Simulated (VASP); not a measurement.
Here is a VASP 6.6.1 calculation.

File INCAR:

```
PREC = Accurate ; ENCUT = 520
EDIFF = 1E-7 ; ISMEAR = -1
SIGMA = 0.05 ; LREAL = F
LASPH = T ; NELM = 150
ALGO = Normal ; ISIF = 2
LWAVE = F ; LCHARG = F
ISPIN = 2 ; MAGMOM = 1 1
LORBIT = 11 ; LMAXMIX = 6
GGA = B5 ; ALDAX = 1.0
AGGAX = 1.0 ; AGGAC = 1.0
ALDAC = 0.0 ; NBANDS = 35
```

The input KPOINTS:

```
regular mesh
0
Gamma
  6 6 3
```

The input POSCAR:

```
Yb
1.0
    3.7574696334      0.0000000000      0.0000000000
   -1.8787348167      3.2540641565      0.0000000000
    0.0000000000      0.0000000000      6.0495603893
Yb
2
Direct
    0.6666666667      0.3333333333      0.7500000000
    0.3333333333      0.6666666667      0.2500000000
```

Potentials or basis: VASP PAW PBE potentials, release 64 (Yb).

Launch:

```bash
$ cat potpaw_PBE.64/Yb/POTCAR > POTCAR
$ mpirun -np 1 vasp_std > vasp.out
```

Task: Estimate the pressure.

Result: -0.3 GPa.

Task: Predict the net moment.

Result: 0.00 μB per cell.

Task: What does it give for the band gap on the k mesh?

Result: Zero (filled and empty bands overlap).

Caveat: the PAW data sets were made with another functional, which shifts forces and pressure a little; spin-orbit coupling is left out, which moves the levels of the heavy elements. The state reached can hang on the start; a lower one may exist.
